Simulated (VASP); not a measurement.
ZnCu:

```
CELL_PARAMETERS angstrom
2.94500 0.00000 0.00000
0.00000 2.94500 0.00000
0.00000 0.00000 2.94500
ATOMIC_POSITIONS crystal
Zn 0.50000 0.50000 0.50000
Cu 0.00000 0.00000 0.00000
```

```yaml
Program: VASP 6.6.1
Task: relaxation of cell and atoms
Functional: r2SCAN
Potentials_or_basis: VASP PAW PBE potentials, release 64 (Zn, Cu)
Cutoff: 600 eV
k_mesh: 9 × 9 × 9
Occupations: fermi-dirac, width 0.05 eV
Spin: no spin polarisation
```

At the start: pressure -2.5 GPa; volume 12.77 Å³/atom.

Task: How do energy, volume and symmetry change on relaxing?

Result: Over 4 steps the energy falls by 2.2 meV/atom and the volume is 12.51 Å³/atom (-2.0 %); space group Pm-3m (No. 221, to 0.1 Å) before and after.

The path:
| step | energy change (eV) | largest force (eV/Å) | pressure (GPa) | volume (Å³) |
| --- | --- | --- | --- | --- |
| 1 | 0.0000 | 0.0000 | -2.50 | 25.54 |
| 2 | -0.0039 | 0.0000 | 1.03 | 24.81 |
| 3 | -0.0045 | 0.0000 | 0.13 | 25.00 |
| 4 | -0.0045 | 0.0000 | 0.00 | 25.02 |

Final structure:
```
CELL_PARAMETERS angstrom
2.92491 0.00000 0.00000
0.00000 2.92491 0.00000
0.00000 0.00000 2.92491
ATOMIC_POSITIONS crystal
Zn 0.50000 0.50000 0.50000
Cu 0.00000 0.00000 0.00000
```

Caveat: the PAW data sets were made with another functional, which shifts forces and pressure a little.
